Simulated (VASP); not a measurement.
Input of a VASP 6.6.1 run:

INCAR

```
SYSTEM = Zr
PREC = Accurate
ENCUT = 520
EDIFF = 1E-7
ISMEAR = -1
SIGMA = 0.03
LREAL = .FALSE.
LASPH = .TRUE.
NELM = 60
ALGO = Normal
ISIF = 2
LWAVE = .FALSE.
LCHARG = .TRUE.
GGA = CA
LELF = .TRUE.
LVHAR = .TRUE.
NBANDS = 12
```

KPOINTS

```
regular mesh
0
G
  16 16 16
  0 0 0
```

The input POSCAR:

```
Zr
1.0
   -1.8338185209      1.8338185209      1.8338185209
    1.8338185209     -1.8338185209      1.8338185209
    1.8338185209      1.8338185209     -1.8338185209
Zr
1
Direct
    0.0000000000      0.0000000000      0.0000000000
```

Potentials or basis: VASP PAW LDA potentials, release 64 (Zr_sv).

Launch:

```console
$ cat potpaw_LDA.64/Zr_sv/POTCAR > POTCAR
$ mpirun -np 1 vasp_std > vasp.out
```

Task: Estimate the band gap on the k mesh.

Result: Zero (band 6 reaches 8.93 eV, above the bottom of band 7 at 7.21 eV).

Task: What does it give for the pressure?

Result: -11.9 GPa.
